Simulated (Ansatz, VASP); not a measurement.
# One calculation of Ta, two programs

```xyz
1
Lattice="-1.4018 1.4018 1.4018 1.4018 -1.4018 1.4018 1.4018 1.4018 -1.4018" Properties=species:S:1:pos:R:3 pbc="T T T"
Ta    0.0000    0.0000    0.0000
```

Change from the starting cell: volume scaled by 0.64, PAW files.

Alike in both runs: task single point; functional LDA; k mesh 18 × 18 × 18; occupations fermi-dirac, width 0.08 eV; no spin polarisation.

|  | VASP | Ansatz |
| --- | --- | --- |
| version | VASP 6.6.1 | Ansatz 0.2.0 |
| potentials or method | VASP PAW LDA potentials, release 64 (Ta_pv) | PAW with Ansatz's default frozen-core files, scalar-relativistic |
| plane-wave cutoff (eV) | 520 | 420 |
| valence electrons in the cell | 11 | 13 |

```csv
,VASP,Ansatz,Ansatz less VASP
pressure (GPa),230.3,224.0,-6.27
```

LDA's correlation is that of Perdew and Zunger in VASP and of Perdew and Wang (1992) in Ansatz. Both programs put the cell under a high pressure, so it lies far from rest at this level. VASP's potentials hold 11 valence electrons a cell and Ansatz's 13, so a difference there can come from the potentials and not from the codes.

Spin-orbit coupling is off throughout. Noted on VASP's run: the cell as given lies far from equilibrium.
